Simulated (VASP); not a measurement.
Wanted: the native input for a VASP 6.6.1 run.

* Task: single point
* Functional: r2SCAN
* Potentials or basis: VASP PAW PBE potentials, release 64 (Ga_d, P, In_d)
* Cutoff: 520 eV
* k mesh: 8 × 8 × 8
* Occupations: fermi-dirac, width 0.02 eV
* Spin: no spin polarisation
* Dipole correction: no
* Further INCAR settings: ALGO = Normal; EDIFF = 1e-07; NBANDS = 36

Crystal: InGa2P3.

```
CELL_PARAMETERS angstrom
-1.97457 5.93740 2.80894
1.97457 -5.93740 2.80894
1.97457 5.93740 -2.80894
ATOMIC_POSITIONS crystal
Ga 0.66966 0.00054 0.66913
Ga 0.33141 0.00054 0.33087
P 0.43882 0.26337 0.17545
P 0.08792 0.26337 0.82455
P 0.72127 0.22127 0.50000
In 0.00092 0.00092 0.00000
```

The input as run:

POSCAR

```
InGa2P3
1.0
   -1.9745681307      5.9373965630      2.8089360762
    1.9745681307     -5.9373965630      2.8089360762
    1.9745681307      5.9373965630     -2.8089360762
Ga P In
2 3 1
Direct
    0.6696638844      1.0005359165      0.6691279679
    0.3314079486      0.0005359165      0.3308720321
    0.4388223689      0.2633710989      0.1754512700
    0.0879198290      0.2633710989      0.8245487300
    0.7212655767      0.2212655767      0.5000000000
    0.0009203925      0.0009203925      0.0000000000
```

INCAR.step1

```
  PREC = Accurate
  ENCUT = 520
  ISMEAR = -1
  SIGMA = 0.02
  LREAL = F
  LASPH = T
  NELM = 60
  NBANDS = 36
  GGA = PE
  ALGO = Normal
  EDIFF = 1E-4
  LWAVE = T
  LCHARG = F
```

INCAR.step2

```
  PREC = Accurate
  ENCUT = 520
  EDIFF = 1E-7
  ISMEAR = -1
  SIGMA = 0.02
  LREAL = F
  LASPH = T
  NELM = 60
  ALGO = Normal
  ISIF = 2
  LWAVE = F
  LCHARG = T
  METAGGA = R2SCAN
  LMIXTAU = T
  LELF = T
  LVHAR = T
  NBANDS = 36
  ISTART = 1
```

KPOINTS

```
Automatic mesh
0
Gamma
  8 8 8
```

Potentials or basis: VASP PAW PBE potentials, release 64 (Ga_d, P, In_d).

The run is started by

```sh
$ cat potpaw_PBE.64/Ga_d/POTCAR potpaw_PBE.64/P/POTCAR potpaw_PBE.64/In_d/POTCAR > POTCAR
$ cp INCAR.step1 INCAR
$ mpirun -np 1 vasp_std > vasp.out
$ cp INCAR.step2 INCAR
$ mpirun -np 1 vasp_std > vasp.out
```

Results of the run:

| Property | Result |
| --- | --- |
| Pressure | -0.1 GPa |
| Largest force | 0.008 eV/Å |
| Band gap on the k mesh | 1.69 eV |

Caveat: the PAW data sets were made with another functional, which shifts forces and pressure a little; spin-orbit coupling is left out, which moves the levels of the heavy elements.

Wall time 70 min on 1 thread of Intel(R) Xeon(R) Platinum 8259CL CPU @ 2.50GHz (Skylake/Cascade Lake), with other jobs on the host, peak memory 0.72 GiB.
